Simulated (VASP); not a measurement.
# TaN (Fm-3m) in VASP: settings compared, part 3 of 3

VASP 6.6.1.

## Step 5: Relaxation of cell and atoms, PBE+D4

Contents of INCAR:

```
PREC = Accurate ; ENCUT = 600
EDIFF = 1E-6 ; ISMEAR = -1
SIGMA = 0.05 ; LREAL = False
LASPH = True ; NELM = 100
ALGO = Normal ; ISIF = 3
LWAVE = False ; LCHARG = False
GGA = PE ; IVDW = 13
IBRION = 2 ; NSW = 60
EDIFFG = -0.01
```

Contents of KPOINTS:

```
Automatic mesh
0
Gamma
  10 10 10
```

Contents of POSCAR:

```
TaN
1.0
    0.0000000000      2.2113230000      2.2113230000
    2.2113230000      0.0000000000      2.2113230000
    2.2113230000      2.2113230000      0.0000000000
Ta N
1 1
Direct
    0.5000000000      0.5000000000      0.5000000000
    0.0000000000      0.0000000000      0.0000000000
```

Potentials or basis: VASP PAW PBE potentials, release 64 (Ta_pv, N).

On the command line:

```sh
$ cat potpaw_PBE.64/Ta_pv/POTCAR potpaw_PBE.64/N/POTCAR > POTCAR
$ mpirun -np 1 vasp_std > vasp.out
```

OUTCAR:

```text
PREC = Accurate
   ENCUT = 600
   EDIFF = 1E-6
   ISMEAR = -1
   LREAL = False
   LASPH = True
   NELM = 100
   ISIF = 3
   GGA = PE
   IVDW = 13
   IBRION = 2
   NSW = 60
   EDIFFG = -0.01

 ion  position               nearest neighbor table
   1  0.500  0.500  0.500-   2 2.21   2 2.21   2 2.21   2 2.21   2 2.21   2 2.21
   2  0.000  0.000  0.000-   1 2.21   1 2.21   1 2.21   1 2.21   1 2.21   1 2.21

  LATTYP: Found a face centered cubic cell.
 ALAT       =     4.4226460000

  Lattice vectors:

 A1 = (   0.0000000000,   2.2113230000,   2.2113230000)
 A2 = (   2.2113230000,   0.0000000000,   2.2113230000)
 A3 = (   2.2113230000,   2.2113230000,   0.0000000000)

Analysis of symmetry for initial positions (statically):
=====================================================================
 Subroutine PRICEL returns:
 Original cell was already a primitive cell.

 Routine SETGRP: Setting up the symmetry group for a
 face centered cubic supercell.

 Subroutine GETGRP returns: Found 48 space group operations
 (whereof 48 operations were pure point group operations)
 out of a pool of 48 trial point group operations.

The static configuration has the point symmetry O_h .

Analysis of symmetry for dynamics (positions and initial velocities):
=====================================================================
 Subroutine PRICEL returns:
 Original cell was already a primitive cell.

 Routine SETGRP: Setting up the symmetry group for a
 face centered cubic supercell.

 Subroutine GETGRP returns: Found 48 space group operations
 (whereof 48 operations were pure point group operations)
 out of a pool of 48 trial point group operations.

The dynamic configuration has the point symmetry O_h .

 Subroutine INISYM returns: Found 48 space group operations
 (whereof 48 operations are pure point group operations),
 and found     1 'primitive' translations

----------------------------------------------------------------------------------------

                                     Primitive cell

  volume of cell :      21.6265

  direct lattice vectors                    reciprocal lattice vectors
     0.000000000  2.211323000  2.211323000    -0.226108985  0.226108985  0.226108985
     2.211323000  0.000000000  2.211323000     0.226108985 -0.226108985  0.226108985
     2.211323000  2.211323000  0.000000000     0.226108985  0.226108985 -0.226108985

  length of vectors
     3.127282977  3.127282977  3.127282977     0.391632251  0.391632251  0.391632251

  position of ions in fractional coordinates (direct lattice)
     0.500000000  0.500000000  0.500000000
     0.000000000  0.000000000  0.000000000

  ion indices of the primitive-cell ions
   primitive index   ion index
                 1           1
                 2           2

----------------------------------------------------------------------------------------

 KPOINTS: Automatic mesh

Automatic generation of k-mesh.
 Grid dimensions read from file:
 generate k-points for:   10   10   10

 Generating k-lattice:

  Cartesian coordinates                     Fractional coordinates (reciprocal lattice)
    -0.022610899  0.022610899  0.022610899     0.100000000  0.000000000  0.000000000
     0.022610899 -0.022610899  0.022610899     0.000000000  0.100000000  0.000000000
     0.022610899  0.022610899 -0.022610899     0.000000000  0.000000000  0.100000000

  Length of vectors
     0.039163225  0.039163225  0.039163225

  Shift w.r.t. Gamma in fractional coordinates (k-lattice)
     0.000000000  0.000000000  0.000000000

 Subroutine IBZKPT returns following result:
 ===========================================

 Found     47 irreducible k-points:

 Following reciprocal coordinates:
            Coordinates               Weight
  0.000000  0.000000  0.000000      1.000000
  0.100000  0.000000  0.000000      8.000000
  0.200000  0.000000  0.000000      8.000000
  0.300000  0.000000  0.000000      8.000000
  0.400000  0.000000  0.000000      8.000000
  0.500000  0.000000  0.000000      4.000000
[... 16 lines left out ...]
  0.300000  0.300000  0.000000      6.000000
  0.400000  0.300000  0.000000     24.000000
 [... further k-points ...]
   k-points           NKPTS =     47   k-points in BZ     NKDIM =     47   number of bands    NBANDS=     12
   number of dos      NEDOS =    301   number of ions     NIONS =      2
   total plane-waves  NPLWV =  21952
   dimension x,y,z NGX =    28 NGY =   28 NGZ =   28
   dimension x,y,z NGXF=    56 NGYF=   56 NGZF=   56
   ions per type =               1   1
   NGX,Y,Z   is equivalent  to a cutoff of  14.88, 14.88, 14.88 a.u.
   NGXF,Y,Z  is equivalent  to a cutoff of  29.77, 29.77, 29.77 a.u.
 SYSTEM =  unknown system
   PREC   = accura    normal or accurate (medium, high low for compatibility)
   ISTART =      0    job   : 0-new  1-cont  2-samecut
   ICHARG =      2    charge: 1-file 2-atom 10-const
   ISPIN  =      1    spin polarized calculation?
   LNONCOLLINEAR =      F non collinear calculations
   LSORBIT =      F    spin-orbit coupling
   LASPH  =      T    aspherical Exc in radial PAW
   ENCUT  =  600.0 eV  44.10 Ry    6.64 a.u.   6.25  6.25  6.25*2*pi/ulx,y,z
   NELM   =    100;   NELMIN=  2; NELMDL= -5     # of ELM steps
   EDIFF  = 0.1E-05   stopping-criterion for ELM
   LREAL  =      F    real-space projection
   EDIFFG = -.1E-01   stopping-criterion for IOM
   NSW    =     60    number of steps for IOM
   IBRION =      2    ionic relax: 0-MD 1-quasi-New 2-CG
   NFREE  =      1    steps in history (QN), initial steepest desc. (CG)
   ISIF   =      3    stress and relaxation
   ISYM   =      2    0-nonsym 1-usesym 2-fastsym
   POTIM  = 0.5000    time-step for ionic-motion
   TEBEG  =    0.0;   TEEND  =   0.0 temperature during run
   PSTRESS=    0.0 pullay stress
   NELECT =      16.0000    total number of electrons
   NUPDOWN=      -1.0000    fix difference up-down
   EMIN   =  10.00;   EMAX   =-10.00  energy-range for DOS
   EFERMI =   0.00;   METHOD = LEGACY
   ISMEAR =    -1;   SIGMA  =   0.05  broadening in eV -4-tet -1-fermi 0-gaus
   EFERMI_NEDOS =   21; number of points for ismear=-14 and -15
   IALGO  =     38    algorithm
   IMIX   =      4    mixing-type and parameters
     AMIX     =   0.40;   BMIX     =  1.00
     AMIX_MAG =   1.60;   BMIX_MAG =  1.00
  volume/ion in A,a.u.               =      10.81        72.97
  Fermi-wavevector in a.u.,A,eV,Ry     =   1.480651  2.798024 29.828417  2.192327
  Thomas-Fermi vector in A             =   2.594659
   LORBIT       =      0    0 simple, 1 ext, 2 COOP (PROOUT), +10 PAW based schemes
   GGA     = PE    functional components
   LHFCALC =     F    Hartree Fock is set to
   AEXX    =    0.0000 exact exchange contribution
   IVDW    =    13    specifies the selected vdW correction
   LEPSILON=     F    determine dielectric tensor
   LRPA    =     F    only Hartree local field effects (RPA)
 conjugate gradient relaxation of ions
 non-spin polarized calculation
  energy-cutoff  :      600.00
  volume of cell :       21.63
 maximum number of plane-waves:       740
 NGX is ok and might be reduce to    28
   NGX = 13   NGY = 13   NGZ = 13

--------------------------------------- Ionic step        1  -------------------------------------------

 number of electron      15.9999999 magnetization

 Free energy of the ion-electron system (eV)
  ---------------------------------------------------
  ext. energy  EPLUGINS =         0.00000000
  ---------------------------------------------------
  free energy    TOTEN  =       -21.84438578 eV

  energy without entropy =      -21.83848285  energy(sigma->0) =      -21.84143432

------------------------ aborting loop because EDIFF is reached ----------------------------------------

  DFT-D4 for vdW energy calculation

  Edisp (eV):   -0.62593
[... 31 lines left out ...]
--------------------------------------- Ionic step        2  -------------------------------------------

 number of electron      16.0000001 magnetization

 E-fermi :  10.0311     XC(G=0): -13.6605

 val. band max:        9.9248465023   @ k =  -0.2000   0.2000   0.0000
 cond. band min:      10.0688983063   @ k =  -0.3000   0.3000   0.1000
 fundamental gap:      0.1440518040
 Fermi energy:        10.0311017906

 k-point     1 :       0.0000    0.0000    0.0000
  band No.  band energies     occupation
      1     -25.7075      2.00000
      2     -25.7075      2.00000
      3     -25.7075      2.00000
      4      -9.1836      2.00000
      5       6.0733      2.00000
      6       6.0733      2.00000
      7       6.0733      2.00000
      8       7.7805      2.00000
      9       7.7805      2.00000
     10       7.7805      2.00000
     11      10.0721      0.61184
     12      10.0721      0.61175
[... 424 lines left out ...]
--------------------------------------- Ionic step        4  -------------------------------------------

 number of electron      15.9999999 magnetization

 Free energy of the ion-electron system (eV)
  ---------------------------------------------------
  ext. energy  EPLUGINS =         0.00000000
  ---------------------------------------------------
  free energy    TOTEN  =       -21.83924230 eV

  energy without entropy =      -21.83343092  energy(sigma->0) =      -21.83633661

 E-fermi :   9.5782     XC(G=0): -13.4408

 val. band max:        9.4827651060   @ k =  -0.2000   0.2000   0.0000
 cond. band min:       9.6101235672   @ k =   0.0000   0.0000   0.0000
 fundamental gap:      0.1273584613
 Fermi energy:         9.5781911749

 k-point     1 :       0.0000    0.0000    0.0000
  band No.  band energies     occupation
      1     -26.2373      2.00000
      2     -26.2373      2.00000
      3     -26.2373      2.00000
      4      -9.3090      2.00000
      5       5.7339      2.00000
      6       5.7339      2.00000
      7       5.7339      2.00000
      8       7.4398      2.00000
      9       7.4398      2.00000
     10       7.4398      2.00000
     11       9.6101      0.69110
     12       9.6101      0.69110
[... 378 lines left out ...]
  FREE ENERGIE OF THE ION-ELECTRON SYSTEM (eV)
  ---------------------------------------------------
  free  energy   TOTEN  =       -22.4771796376 eV

  energy  without entropy=      -22.4713682547  energy(sigma->0) =      -22.47427395

 reached required accuracy - stopping structural energy minimisation
```

OSZICAR:

```text
N       E                     dE             d eps       ncg     rms          rms(c)
DAV:   1     0.101243474752E+03    0.10124E+03   -0.10224E+04  1128   0.159E+03
DAV:   2    -0.203899719616E+02   -0.12163E+03   -0.11430E+03  1260   0.372E+02
DAV:   3    -0.248047057263E+02   -0.44147E+01   -0.42959E+01  1504   0.650E+01
[... 29 lines left out ...]
       N       E                     dE             d eps       ncg     rms          rms(c)
DAV:   1    -0.218392790283E+02   -0.55513E-03   -0.12308E-03  1144   0.463E-01    0.687E-02
DAV:   2    -0.218392504513E+02    0.28577E-04   -0.38016E-05  1196   0.715E-02    0.282E-02
DAV:   3    -0.218392424851E+02    0.79662E-05   -0.23183E-05  1252   0.555E-02    0.477E-03
DAV:   4    -0.218392422989E+02    0.18620E-06   -0.20043E-07   664   0.577E-03
   4 F= -.22477180E+02 E0= -.22474274E+02  d E =-.686261E-02
```

Wall time 45 s (1 thread of Intel Xeon Platinum 8259CL at 2.50GHz (Skylake/Cascade Lake), shared host); peak memory 0.18 GiB.

What came out:

```
Free energy                            : -22.4772 eV
Relaxed volume                         : 10.63 Å³/atom
Relaxed cell                           : a = 3.109 Å, b = 3.109 Å, c = 3.109 Å, α = 60.00°, β = 60.00°, γ = 60.00°
Space group after relaxing (to 0.05 Å) : Fm-3m (No. 225)
Energy gained by relaxing              : 3.4 meV/atom
Ionic steps                            : 4
Pressure after relaxing                : 0.0 GPa
Band gap on the k mesh                 : zero (band 8 reaches 11.45 eV, above the bottom of band 9 at 7.44 eV)
Dispersion energy per atom             : -0.319 eV
```

Step by step:
| step | energy change (eV) | largest force (eV/Å) | pressure (GPa) | volume (Å³) |
| --- | --- | --- | --- | --- |
| 1 | 0.0000 | 0.0000 | -5.75 | 21.63 |
| 2 | 0.0276 | 0.0000 | 14.67 | 20.43 |
| 3 | -0.0069 | 0.0000 | 0.24 | 21.24 |
| 4 | -0.0069 | 0.0000 | -0.01 | 21.25 |

Final structure:
```xyz
2
Lattice="0.0000 2.1986 2.1986 2.1986 0.0000 2.1986 2.1986 2.1986 0.0000" Properties=species:S:1:pos:R:3 pbc="T T T"
Ta    2.1986    2.1986    2.1986
N     0.0000    0.0000    0.0000
```

Caveat: spin-orbit coupling is left out, which moves the levels of the heavy elements; pairwise dispersion overbinds metals, which lowers pressure and volume.

## Step 6: The runs side by side

| task | level | cell | cutoff (eV) | smearing | gap on the mesh (eV) | pressure (GPa) |
| --- | --- | --- | --- | --- | --- | --- |
| single point | PBE | a = 3.127 Å, angles 60.0°, 2 atoms | 520 | gaussian 0.028 eV | none | -0.6 |
| single point | PBE+D3(BJ) | a = 3.100 Å, angles 60.0°, 2 atoms | 520 | fermi-dirac 0.05 eV | none | 0.9 |
| single point | PBE+D4 | a = 3.107 Å, angles 60.0°, 2 atoms | 520 | fermi-dirac 0.05 eV | none | 0.8 |
| relaxation of cell and atoms | PBE+D4 | relaxed from a = 3.127 Å, angles 60.0°, 2 atoms | 600 | fermi-dirac 0.05 eV | none | 0.0 |

Alike in all rows: potentials or basis VASP PAW PBE potentials, release 64 (Ta_pv, N); no spin polarisation; k mesh 10 × 10 × 10.

Caveats: spin-orbit coupling is left out, which moves the levels of the heavy elements; pairwise dispersion overbinds metals, which lowers pressure and volume (some runs).

Absolute energies hang on the potentials; compare differences alone.
